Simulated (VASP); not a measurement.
# SiAsP3 (Pm-3m) in VASP: a series of runs, part 2 of 2

VASP 6.6.1. The steps go on from the part before.

## (4) Relaxation of cell and atoms, PBEsol

This run uses another cell than the first one, of 25.78 Å³/atom.

INCAR reads:

```
PREC = Accurate
ENCUT = 600
EDIFF = 1E-7
ISMEAR = -1
SIGMA = 0.03
LREAL = False
LASPH = True
NELM = 60
ALGO = Normal
ISIF = 3
LWAVE = False
LCHARG = False
GGA = PS
IBRION = 2
NSW = 100
EDIFFG = -0.01
```

KPOINTS reads:

```
Automatic mesh
0
Gamma
  4 4 4
```

POSCAR reads:

```
SiAsP3
1.0
    5.0513261400      0.0000000000      0.0000000000
    0.0000000000      5.0513261400      0.0000000000
    0.0000000000      0.0000000000      5.0513261400
Si As P
1 1 3
Direct
    0.0000000000      0.0000000000      0.0000000000
    0.5000000000      0.5000000000      0.5000000000
    0.0000000000      0.5000000000      0.5000000000
    0.5000000000      0.0000000000      0.5000000000
    0.5000000000      0.5000000000      0.0000000000
```

Potentials or basis: VASP PAW PBE potentials, release 64 (Si, As, P).

Started as:

```bash
cat potpaw_PBE.64/Si/POTCAR potpaw_PBE.64/As/POTCAR potpaw_PBE.64/P/POTCAR > POTCAR
mpirun -np 1 vasp_std > vasp.out
```

OUTCAR:

```text
PREC = Accurate
   ENCUT = 600
   EDIFF = 1E-7
   ISMEAR = -1
   LREAL = False
   LASPH = True
   NELM = 60
   ISIF = 3
   GGA = PS
   IBRION = 2
   NSW = 100
   EDIFFG = -0.01

 ion  position               nearest neighbor table
   1  0.000  0.000  0.000-
   2  0.500  0.500  0.500-   3 2.53   4 2.53   5 2.53   5 2.53   4 2.53   3 2.53
   3  0.000  0.500  0.500-   2 2.53   2 2.53
   4  0.500  0.000  0.500-   2 2.53   2 2.53
   5  0.500  0.500  0.000-   2 2.53   2 2.53

  LATTYP: Found a simple cubic cell.
 ALAT       =     5.0513261400

  Lattice vectors:

 A1 = (   5.0513261400,   0.0000000000,   0.0000000000)
 A2 = (   0.0000000000,   5.0513261400,   0.0000000000)
 A3 = (   0.0000000000,   0.0000000000,   5.0513261400)

Analysis of symmetry for initial positions (statically):
=====================================================================
 Subroutine PRICEL returns:
 Original cell was already a primitive cell.

 Routine SETGRP: Setting up the symmetry group for a
 simple cubic supercell.

 Subroutine GETGRP returns: Found 48 space group operations
 (whereof 48 operations were pure point group operations)
 out of a pool of 48 trial point group operations.

The static configuration has the point symmetry O_h .

Analysis of symmetry for dynamics (positions and initial velocities):
=====================================================================
 Subroutine PRICEL returns:
 Original cell was already a primitive cell.

[... 133 lines left out ...]
 maximum number of plane-waves:      4337
   NGX = 21   NGY = 21   NGZ = 21

--------------------------------------- Ionic step        1  -------------------------------------------

 number of electron      23.9999997 magnetization

 Free energy of the ion-electron system (eV)
  ---------------------------------------------------
  ext. energy  EPLUGINS =         0.00000000
  ---------------------------------------------------
  free energy    TOTEN  =       -20.91773046 eV

  energy without entropy =      -20.90081872  energy(sigma->0) =      -20.90927459

 E-fermi :   3.3814     XC(G=0):  -9.0572

 val. band max:        3.3607833693   @ k =   0.5000   0.5000   0.2500
 cond. band min:       3.3823470073   @ k =   0.2500   0.2500   0.0000
 fundamental gap:      0.0215636380
 Fermi energy:         3.3813748302

 k-point     1 :       0.0000    0.0000    0.0000
  band No.  band energies     occupation
      1     -10.3494      2.00000
      2      -5.4472      2.00000
      3      -5.4472      2.00000
      4      -4.1462      2.00000
      5      -2.2966      2.00000
      6      -2.2966      2.00000
[... 256 lines left out ...]
--------------------------------------- Ionic step        3  -------------------------------------------

 number of electron      24.0000000 magnetization

 Free energy of the ion-electron system (eV)
  ---------------------------------------------------
  ext. energy  EPLUGINS =         0.00000000
  ---------------------------------------------------
  free energy    TOTEN  =       -22.15834276 eV

  energy without entropy =      -22.14417941  energy(sigma->0) =      -22.15126108

 E-fermi :   6.0831     XC(G=0): -10.1107

 val. band max:        6.0621355111   @ k =   0.2500   0.2500   0.2500
 cond. band min:       6.1892815439   @ k =   0.2500   0.2500   0.0000
 fundamental gap:      0.1271460328
 Fermi energy:         6.0830967657

 k-point     1 :       0.0000    0.0000    0.0000
  band No.  band energies     occupation
      1      -9.8986      2.00000
      2      -3.1457      2.00000
      3      -3.1457      2.00000
      4      -1.8666      2.00000
      5      -1.4353      2.00000
      6      -1.4353      2.00000
[... 211 lines left out ...]
  FREE ENERGIE OF THE ION-ELECTRON SYSTEM (eV)
  ---------------------------------------------------
  free  energy   TOTEN  =       -22.1583427553 eV

  energy  without entropy=      -22.1441794143  energy(sigma->0) =      -22.15126108

 reached required accuracy - stopping structural energy minimisation
```

CONTCAR:

```text
SiAsP3
   1.00000000000000
     4.6226713824719541   -0.0000000000000000    0.0000000000000000
    -0.0000000000000000    4.6226713824719541    0.0000000000000000
    -0.0000000000000000   -0.0000000000000000    4.6226713824719541
  Si              As              P
     1     1     3
Direct
     0.0000000000000000    0.0000000000000000    0.0000000000000000
     0.5000000000000000    0.5000000000000000    0.5000000000000000
     0.0000000000000000    0.5000000000000000    0.5000000000000000
     0.5000000000000000    0.0000000000000000    0.5000000000000000
     0.5000000000000000    0.5000000000000000    0.0000000000000000

  0.00000000E+00  0.00000000E+00  0.00000000E+00
  0.00000000E+00  0.00000000E+00  0.00000000E+00
  0.00000000E+00  0.00000000E+00  0.00000000E+00
  0.00000000E+00  0.00000000E+00  0.00000000E+00
  0.00000000E+00  0.00000000E+00  0.00000000E+00
```

Run time: 96 s. Hardware: 1 thread of Oxide Virtual Turin-like, shared host; peak memory 0.22 GiB.

What came out:

| Property | Result |
| --- | --- |
| Free energy | -22.1583 eV |
| Relaxed volume | 19.76 Å³/atom |
| Relaxed cell | a = 4.623 Å, b = 4.623 Å, c = 4.623 Å, α = 90.00°, β = 90.00°, γ = 90.00° |
| Space group after relaxing (to 0.1 Å) | Pm-3m (No. 221) |
| Energy gained by relaxing | 248.1 meV/atom |
| Ionic steps | 3 |
| Pressure after relaxing | 0.0 GPa |
| Band gap on the k mesh | zero (bands 12 and 13 overlap by 1.40 eV) |

The path:
| step | energy change (eV) | largest force (eV/Å) | pressure (GPa) | volume (Å³) |
| --- | --- | --- | --- | --- |
| 1 | 0.0000 | 0.0000 | -10.57 | 128.89 |
| 2 | -1.2388 | 0.0000 | -0.65 | 99.70 |
| 3 | -1.2406 | 0.0000 | 0.02 | 98.78 |

Final structure:
```xyz
5
Lattice="4.6227 0.0000 0.0000 0.0000 4.6227 0.0000 0.0000 0.0000 4.6227" Properties=species:S:1:pos:R:3 pbc="T T T"
Si    0.0000    0.0000    0.0000
As    2.3113    2.3113    2.3113
P     0.0000    2.3113    2.3113
P     2.3113    0.0000    2.3113
P     2.3113    2.3113    0.0000
```

Caveat: the volume moved by over 15 % at a fixed basis, so the end points are rough; the PAW data sets were made with another functional, which shifts forces and pressure a little.

## (5) Relaxation of cell and atoms, r2SCAN+rVV10

POSCAR: that of step 4 with these lines changed.

```diff
@@ -2,5 +2,5 @@
 1.0
-    5.0513261400      0.0000000000      0.0000000000
-    0.0000000000      5.0513261400      0.0000000000
-    0.0000000000      0.0000000000      5.0513261400
+    4.6155939804      0.0000000000      0.0000000000
+    0.0000000000      4.6155939804      0.0000000000
+    0.0000000000      0.0000000000      4.6155939804
 Si As P
```

INCAR.step1 reads:

```
ALGO = Normal ; EDIFF = 1E-4
ENCUT = 600 ; GGA = PE
ISMEAR = -1 ; LASPH = T
LCHARG = F ; LREAL = F
LWAVE = T ; NELM = 80
PREC = Accurate ; SIGMA = 0.03
```

INCAR.step2 reads:

```
ALGO = Normal ; BPARAM = 11.95
CPARAM = 0.0093 ; EDIFF = 1E-7
EDIFFG = -0.01 ; ENCUT = 600
IBRION = 2 ; ISIF = 3
ISMEAR = -1 ; ISTART = 1
IVDW_NL = 2 ; LASPH = T
LCHARG = F ; LMIXTAU = T
LREAL = F ; LUSE_VDW = T
LWAVE = F ; METAGGA = R2SCAN
NELM = 80 ; NSW = 100
PREC = Accurate ; SIGMA = 0.03
```

KPOINTS reads:

```
k-points
0
Gamma
  6 6 6
```

Potentials or basis: VASP PAW PBE potentials, release 64 (Si, As, P).

Started as:

```bash
cat potpaw_PBE.64/Si/POTCAR potpaw_PBE.64/As/POTCAR potpaw_PBE.64/P/POTCAR > POTCAR
cp INCAR.step1 INCAR
mpirun -np 1 vasp_std > vasp.out
cp INCAR.step2 INCAR
mpirun -np 1 vasp_std > vasp.out
```

OUTCAR:

```text
BPARAM = 11.95
   EDIFF = 1E-7
   EDIFFG = -0.01
   ENCUT = 600
   IBRION = 2
   ISIF = 3
   ISMEAR = -1
   ISTART = 1
   IVDW_NL = 2
   LASPH = T
   LREAL = F
   METAGGA = R2SCAN
   NELM = 80
   NSW = 100
   PREC = Accurate

 ion  position               nearest neighbor table
   1  0.000  0.000  0.000-
   2  0.500  0.500  0.500-   3 2.31   4 2.31   5 2.31   5 2.31   4 2.31   3 2.31
   3  0.000  0.500  0.500-   2 2.31   2 2.31
   4  0.500  0.000  0.500-   2 2.31   2 2.31
   5  0.500  0.500  0.000-   2 2.31   2 2.31

  LATTYP: Found a simple cubic cell.
 ALAT       =     4.6155939804

  Lattice vectors:

 A1 = (   4.6155939804,   0.0000000000,   0.0000000000)
 A2 = (   0.0000000000,   4.6155939804,   0.0000000000)
 A3 = (   0.0000000000,   0.0000000000,   4.6155939804)

Analysis of symmetry for initial positions (statically):
=====================================================================
 Subroutine PRICEL returns:
 Original cell was already a primitive cell.

 Routine SETGRP: Setting up the symmetry group for a
 simple cubic supercell.

 Subroutine GETGRP returns: Found 48 space group operations
 (whereof 48 operations were pure point group operations)
 out of a pool of 48 trial point group operations.

The static configuration has the point symmetry O_h .

Analysis of symmetry for dynamics (positions and initial velocities):
=====================================================================
 Subroutine PRICEL returns:
 Original cell was already a primitive cell.

 Routine SETGRP: Setting up the symmetry group for a
 simple cubic supercell.

 Subroutine GETGRP returns: Found 48 space group operations
 (whereof 48 operations were pure point group operations)
 out of a pool of 48 trial point group operations.

The dynamic configuration has the point symmetry O_h .

 Subroutine INISYM returns: Found 48 space group operations
 (whereof 48 operations are pure point group operations),
 and found     1 'primitive' translations

----------------------------------------------------------------------------------------

                                     Primitive cell

  volume of cell :      98.3293

  direct lattice vectors                    reciprocal lattice vectors
     4.615593980  0.000000000  0.000000000     0.216656839  0.000000000  0.000000000
     0.000000000  4.615593980  0.000000000     0.000000000  0.216656839  0.000000000
     0.000000000  0.000000000  4.615593980     0.000000000  0.000000000  0.216656839

  length of vectors
     4.615593980  4.615593980  4.615593980     0.216656839  0.216656839  0.216656839

  position of ions in fractional coordinates (direct lattice)
     0.000000000  0.000000000  0.000000000
     0.500000000  0.500000000  0.500000000
     0.000000000  0.500000000  0.500000000
     0.500000000  0.000000000  0.500000000
     0.500000000  0.500000000  0.000000000

  ion indices of the primitive-cell ions
   primitive index   ion index
                 1           1
                 2           2
                 3           3
                 4           4
                 5           5

----------------------------------------------------------------------------------------

 KPOINTS: k-points

Automatic generation of k-mesh.
 Grid dimensions read from file:
 generate k-points for:    6    6    6

 Generating k-lattice:

  Cartesian coordinates                     Fractional coordinates (reciprocal lattice)
     0.036109473  0.000000000  0.000000000     0.166666667  0.000000000  0.000000000
     0.000000000  0.036109473  0.000000000     0.000000000  0.166666667  0.000000000
     0.000000000  0.000000000  0.036109473     0.000000000  0.000000000  0.166666667

  Length of vectors
     0.036109473  0.036109473  0.036109473

  Shift w.r.t. Gamma in fractional coordinates (k-lattice)
     0.000000000  0.000000000  0.000000000

 Subroutine IBZKPT returns following result:
 ===========================================

 Found     20 irreducible k-points:

 Following reciprocal coordinates:
            Coordinates               Weight
  0.000000  0.000000  0.000000      1.000000
  0.166667  0.000000  0.000000      6.000000
  0.333333  0.000000  0.000000      6.000000
  0.500000  0.000000  0.000000      3.000000
  0.166667  0.166667  0.000000     12.000000
  0.333333  0.166667  0.000000     24.000000
[... 12 lines left out ...]
  0.500000  0.500000  0.333333      6.000000
  0.500000  0.500000  0.500000      1.000000
   k-points           NKPTS =     20   k-points in BZ     NKDIM =     20   number of bands    NBANDS=     16
   number of dos      NEDOS =    301   number of ions     NIONS =      5
   total plane-waves  NPLWV =  64000
   dimension x,y,z NGX =    40 NGY =   40 NGZ =   40
   dimension x,y,z NGXF=    80 NGYF=   80 NGZF=   80
   ions per type =               1   1   3
   NGX,Y,Z   is equivalent  to a cutoff of  14.41, 14.41, 14.41 a.u.
   NGXF,Y,Z  is equivalent  to a cutoff of  28.81, 28.81, 28.81 a.u.
 SYSTEM =  unknown system
   PREC   = accura    normal or accurate (medium, high low for compatibility)
   ISTART =      1    job   : 0-new  1-cont  2-samecut
   ICHARG =      0    charge: 1-file 2-atom 10-const
   ISPIN  =      1    spin polarized calculation?
   LNONCOLLINEAR =      F non collinear calculations
   LSORBIT =      F    spin-orbit coupling
   LASPH  =      T    aspherical Exc in radial PAW
   ENCUT  =  600.0 eV  44.10 Ry    6.64 a.u.   9.22  9.22  9.22*2*pi/ulx,y,z
   NELM   =     80;   NELMIN=  2; NELMDL=  0     # of ELM steps
   EDIFF  = 0.1E-06   stopping-criterion for ELM
   LREAL  =      F    real-space projection
   EDIFFG = -.1E-01   stopping-criterion for IOM
   NSW    =    100    number of steps for IOM
   IBRION =      2    ionic relax: 0-MD 1-quasi-New 2-CG
   NFREE  =      1    steps in history (QN), initial steepest desc. (CG)
   ISIF   =      3    stress and relaxation
   ISYM   =      2    0-nonsym 1-usesym 2-fastsym
   POTIM  = 0.5000    time-step for ionic-motion
   TEBEG  =    0.0;   TEEND  =   0.0 temperature during run
   PSTRESS=    0.0 pullay stress
   NELECT =      24.0000    total number of electrons
   NUPDOWN=      -1.0000    fix difference up-down
   EMIN   =  10.00;   EMAX   =-10.00  energy-range for DOS
   EFERMI =   0.00;   METHOD = LEGACY
   ISMEAR =    -1;   SIGMA  =   0.03  broadening in eV -4-tet -1-fermi 0-gaus
   EFERMI_NEDOS =   21; number of points for ismear=-14 and -15
   IALGO  =     38    algorithm
   IMIX   =      4    mixing-type and parameters
     AMIX     =   0.40;   BMIX     =  1.00
     AMIX_MAG =   1.60;   BMIX_MAG =  1.00
  volume/ion in A,a.u.               =      19.67       132.71
  Fermi-wavevector in a.u.,A,eV,Ry     =   1.023099  1.933377 14.241647  1.046731
  Thomas-Fermi vector in A             =   2.156814
   LORBIT       =      0    0 simple, 1 ext, 2 COOP (PROOUT), +10 PAW based schemes
   METAGGA = R2SCAN    functional components
   LHFCALC =     F    Hartree Fock is set to
   AEXX    =    0.0000 exact exchange contribution
   IVDW_NL    =     2    kernel type
   BPARAM     =11.9500
   IVDW    =     0    specifies the selected vdW correction
   LEPSILON=     F    determine dielectric tensor
   LRPA    =     F    only Hartree local field effects (RPA)
 conjugate gradient relaxation of ions
 non-spin polarized calculation
  energy-cutoff  :      600.00
  volume of cell :       98.33
 maximum number of plane-waves:      3328
 NGX is ok and might be reduce to    40
   NGX = 19   NGY = 19   NGZ = 19

--------------------------------------- Ionic step        1  -------------------------------------------

 number of electron      24.0000001 magnetization

 Free energy of the ion-electron system (eV)
  ---------------------------------------------------
  ext. energy  EPLUGINS =         0.00000000
  ---------------------------------------------------
  free energy    TOTEN  =       -43.29547587 eV

  energy without entropy =      -43.28006412  energy(sigma->0) =      -43.28777000

------------------------ aborting loop because EDIFF is reached ----------------------------------------

  FORCE on cell =-STRESS in cart. coord.  units (eV):
  Direction    XX          YY          ZZ          XY          YZ          ZX
  --------------------------------------------------------------------------------------
  -------------------------------------------------------------------------------------
  Total        1.1213678      1.1213678      1.1213678     -0.0000000      0.0000000      0.0000000
  in kB       18.2715700     18.2715700     18.2715700     -0.0000000      0.0000000      0.0000000
  external PRESSURE =      18.2715700 kB  Pullay stress =       0.0000000 kB
[... 63 lines left out ...]
  energy  without entropy=      -43.2929388436  energy(sigma->0) =      -43.30045283

--------------------------------------- Ionic step        3  -------------------------------------------

 number of electron      23.9999998 magnetization

 Free energy of the ion-electron system (eV)
  ---------------------------------------------------
  ext. energy  EPLUGINS =         0.00000000
  ---------------------------------------------------
  free energy    TOTEN  =       -43.30921846 eV

  energy without entropy =      -43.29413548  energy(sigma->0) =      -43.30167697

 E-fermi :   5.4814     XC(G=0): -10.4268

 val. band max:        5.4586062286   @ k =   0.3333   0.1667   0.1667
 cond. band min:       5.4885207587   @ k =   0.3333   0.3333   0.1667
 fundamental gap:      0.0299145301
 Fermi energy:         5.4814144435

 k-point     1 :       0.0000    0.0000    0.0000
  band No.  band energies     occupation
      1     -10.5959      2.00000
      2      -3.8070      2.00000
      3      -3.8070      2.00000
      4      -2.3805      2.00000
      5      -1.8036      2.00000
      6      -1.8036      2.00000
[... 8 lines left out ...]
     15       9.5358      0.00000
     16       9.5358      0.00000
[... 391 lines left out ...]
  FREE ENERGIE OF THE ION-ELECTRON SYSTEM (eV)
  ---------------------------------------------------
  free  energy   TOTEN  =       -43.3092184602 eV

  energy  without entropy=      -43.2941354810  energy(sigma->0) =      -43.30167697

 reached required accuracy - stopping structural energy minimisation
```

Wall time 15 min (1 thread of Oxide Virtual Turin-like, shared host); peak memory 0.48 GiB.

What came out:

```yaml
Free_energy: -43.3092 eV
Relaxed_volume: 20.16 Å³/atom
Relaxed_cell: a = 4.654 Å, b = 4.654 Å, c = 4.654 Å, α = 90.00°, β = 90.00°, γ = 90.00°
Space_group_after_relaxing_to_0.1_Å: Pm-3m (No. 221)
Energy_gained_by_relaxing: 2.7 meV/atom
Ionic_steps: 3
Pressure_after_relaxing: 0.0 GPa
Band_gap_on_the_k_mesh: zero (bands 12 and 13 overlap by 1.59 eV)
```

The path:
| step | energy change (eV) | largest force (eV/Å) | pressure (GPa) | volume (Å³) |
| --- | --- | --- | --- | --- |
| 1 | 0.0000 | 0.0000 | 1.83 | 98.33 |
| 2 | -0.0125 | 0.0000 | -0.52 | 101.56 |
| 3 | -0.0137 | 0.0000 | 0.00 | 100.79 |

Final structure:
```xyz
5
Lattice="4.6538 0.0000 0.0000 0.0000 4.6538 0.0000 0.0000 0.0000 4.6538" Properties=species:S:1:pos:R:3 pbc="T T T"
Si    0.0000    0.0000    0.0000
As    2.3269    2.3269    2.3269
P     0.0000    2.3269    2.3269
P     2.3269    0.0000    2.3269
P     2.3269    2.3269    0.0000
```

Levels at points of the mesh, in eV from the Fermi level:
```
           k point  band 9  band 10  band 11  band 12  band 13  band 14  band 15  band 16
(0.00, 0.00, 0.00)   -1.21    -1.21    -1.21    -0.06    -0.06    -0.06     4.05     4.05
(0.50, 0.00, 0.00)   -2.44    -1.20    -0.55    -0.06    -0.06     0.08     2.51     2.51
(0.50, 0.50, 0.00)   -1.99    -1.66    -1.66    -0.38     0.32     0.73     0.73     2.01
(0.50, 0.50, 0.50)   -0.30    -0.30     1.33     1.33     1.33     2.14     2.14     2.14
```

Caveat: the PAW data sets were made with another functional, which shifts forces and pressure a little.

## (6) The runs side by side

| task | level | cell | k mesh | cutoff (eV) | gap on the mesh (eV) | pressure (GPa) | relaxed volume (Å³/atom) |
| --- | --- | --- | --- | --- | --- | --- | --- |
| single point | PBEsol | a = 4.616 Å, 5 atoms | 4 × 4 × 4 | 520 | none | 0.3 | - |
| single point | r2SCAN+rVV10 | a = 4.652 Å, 5 atoms | 6 × 6 × 6 | 520 | none | 0.1 | - |
| relaxation of cell and atoms | PBEsol | relaxed from a = 5.051 Å, 5 atoms | 4 × 4 × 4 | 600 | none | 0.0 | 19.76 |
| relaxation of cell and atoms | r2SCAN+rVV10 | relaxed from a = 4.616 Å, 5 atoms | 6 × 6 × 6 | 600 | none | 0.0 | 20.16 |

Alike in all rows: potentials or basis VASP PAW PBE potentials, release 64 (Si, As, P); no spin polarisation; smearing fermi-dirac 0.03 eV.

Caveats: the PAW data sets were made with another functional, which shifts forces and pressure a little; the volume moved by over 15 % at a fixed basis, so the end points are rough (at least some runs).

Total energies depend on the potentials used, so only differences within one code and one set of settings carry meaning.

The gap in the log of VASP goes by the Fermi energy; the results here count the filled bands.